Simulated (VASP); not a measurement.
The system is HfO2.

```
Hf O
1.0
     4.74848    0.00000    0.00000
     0.00000    4.74848    0.00000
     0.00000    0.00000    3.16209
Hf O
2 4
Cartesian
  2.3742 2.3742 1.5810
  0.0000 0.0000 0.0000
  3.8227 0.9257 1.5810
  3.3000 3.3000 0.0000
  1.4485 1.4485 0.0000
  0.9257 3.8227 1.5810
```

This cell differs from its parent crystal: volume scaled by 0.96.

Base run:

```yaml
Program: VASP 6.6.1
Functional: PBEsol
Potentials_or_basis: VASP PAW PBE potentials, release 64 (Hf_pv, O)
Cutoff: 520 eV
k_mesh: 6 × 6 × 8
Occupations: fermi-dirac, width 0.05 eV
Spin: no spin polarisation
```

Its results: band gap on the k mesh 4.03 eV, direct; pressure 9.5 GPa; largest force 0.108 eV/Å.

Problem. The run is repeated on the same cell with these changes: functional from PBEsol to PBE. What comes out?

Solution. Band gap on the k mesh 4.14 eV, direct; pressure 16.5 GPa; largest force 0.171 eV/Å.

PBE binds less tightly than PBEsol, so the same cell stands under more pressure.

Caveats: spin-orbit coupling is left out, which moves the levels of the heavy elements; the PAW data sets were made with another functional, which shifts forces and pressure a little (some runs).

A k mesh can miss the band edges.
